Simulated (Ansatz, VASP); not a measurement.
# Two plane-wave programs on KMnF3

```xyz
5
Lattice="4.1869 0.0000 0.0000 0.0000 4.1869 0.0000 0.0000 0.0000 4.1869" Properties=species:S:1:pos:R:3 pbc="T T T"
F     2.0934    0.0000    0.0000
F     0.0000    2.0934    0.0000
F     0.0000    0.0000    2.0934
K     2.0934    2.0934    2.0934
Mn    0.0000    0.0000    0.0000
```

Alike in both runs: task single point; functional LDA; k mesh 5 × 5 × 5; occupations fermi-dirac, width 0.05 eV; no spin polarisation.

|  | VASP | Ansatz |
| --- | --- | --- |
| version | VASP 6.6.1 | Ansatz 0.2.0 |
| potentials or method | VASP PAW LDA potentials, release 64 (F, K_sv, Mn_pv), cutoff 600 eV | PAW, plane waves, scalar-relativistic |
| valence electrons in the cell | 43 | 45 |

|  | VASP | Ansatz | Ansatz less VASP |
| --- | --- | --- | --- |
| pressure (GPa) | -15.1 | -15.2 | -0.05 |

LDA's correlation is that of Perdew and Zunger in VASP and of Perdew and Wang (1992) in Ansatz. VASP's potentials hold 43 valence electrons a cell and Ansatz's 45, so a difference there can come from the potentials and not from the codes.
